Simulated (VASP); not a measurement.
The system is Tc.

```xyz
2
Lattice="2.7581 0.0000 0.0000 -1.3791 2.3886 0.0000 0.0000 0.0000 4.4271" Properties=species:S:1:pos:R:3 pbc="T T T"
Tc    1.3791    0.7962    3.3203
Tc    0.0000    1.5924    1.1068
```

Program: VASP 6.6.1. Alike in all runs: task single point; no spin polarisation; cell as given; k mesh 11 × 11 × 6; cutoff (eV) 520; smearing fermi-dirac 0.05 eV.

Task: Order these runs on this cell by their pressure, lowest first.
A. level PBEsol; potentials or basis VASP PAW PBE potentials, release 64 (Tc_pv)
B. level LDA; potentials or basis VASP PAW LDA potentials, release 64 (Tc_pv)
C. level PBE; potentials or basis VASP PAW PBE potentials, release 64 (Tc_pv)

Result: B (-17.3 GPa), A (-12.8 GPa), C (-3.7 GPa).

Caveats: the PAW data sets were made with another functional, which shifts forces and pressure a little (some runs).
